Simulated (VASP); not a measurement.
## SnSe: single point with PBE

SnSe:

```xyz
8
Lattice="11.4403 0.0000 0.0000 0.0000 4.2070 0.0000 0.0000 0.0000 4.5671" Properties=species:S:1:pos:R:3 pbc="T T T"
Sn    1.3897    1.0518    0.5319
Sn   10.0506    3.1553    4.0352
Sn    4.3304    3.1553    2.8155
Sn    7.1099    1.0518    1.7516
Se    9.7801    1.0518    2.1755
Se    1.6602    3.1553    2.3916
Se    7.3804    3.1553    4.4590
Se    4.0600    1.0518    0.1081
```

This cell differs from its parent crystal: strain -0.0300 x Voigt [1, 0, 0, 0, 0, 0].

```
Program             : VASP 6.6.1
Task                : single point
Functional          : PBE
Potentials or basis : VASP PAW PBE potentials, release 64 (Sn_d, Se)
Cutoff              : 520 eV
k mesh              : 4 × 6 × 6
Occupations         : gaussian, width 0.05 eV
Spin                : no spin polarisation
```

```
Pressure               : 1.6 GPa
Largest force          : 0.324 eV/Å
Band gap on the k mesh : 0.65 eV (least direct gap 0.89 eV)
```

Forces on the atoms (eV/Å):
```
Sn  -0.323  0.000 -0.026
Sn   0.323  0.000  0.026
Sn   0.323  0.000 -0.026
Sn  -0.323  0.000  0.026
Se   0.301  0.000  0.025
Se  -0.301  0.000 -0.025
Se  -0.301  0.000  0.025
Se   0.301  0.000 -0.025
```

Stress tensor (GPa, compression positive):
```
3.70 0.00 0.00
0.00 0.56 0.00
0.00 0.00 0.68
```

Levels at points of the mesh, in eV from the valence-band top:
```tsv
k point	band 37	band 38	band 39	band 40	band 41	band 42	band 43	band 44
(0.00, 0.00, 0.00)	-1.47	-0.94	-0.69	-0.52	1.00	2.69	2.87	2.96
(0.50, 0.00, 0.00)	-1.74	-1.74	-0.54	-0.54	2.53	2.53	2.78	2.78
(0.00, 0.50, 0.00)	-0.92	-0.92	-0.90	-0.90	1.06	1.06	1.33	1.33
(0.50, 0.50, 0.00)	-1.09	-1.09	-1.09	-1.09	1.44	1.44	1.44	1.44
(0.00, 0.00, 0.50)	-0.80	-0.80	-0.32	-0.32	1.22	1.22	1.72	1.72
(0.50, 0.00, 0.50)	-0.58	-0.58	-0.34	-0.34	1.25	1.25	1.71	1.71
(0.00, 0.50, 0.50)	-2.21	-2.21	-1.26	-1.26	2.82	2.82	3.12	3.12
(0.50, 0.50, 0.50)	-1.41	-1.41	-1.41	-1.41	2.67	2.67	2.67	2.67
```

Run time: 17 min on 1 thread of Intel Xeon 8259CL (shared host), peak memory 0.58 GiB.

Caveat: the cell differs from its parent crystal (strain -0.0300 x Voigt [1, 0, 0, 0, 0, 0]); semilocal functionals underestimate gaps, and a narrow one can read as zero; spin-orbit coupling is left out, which moves the levels of the heavy elements. A k mesh can miss the band edges.
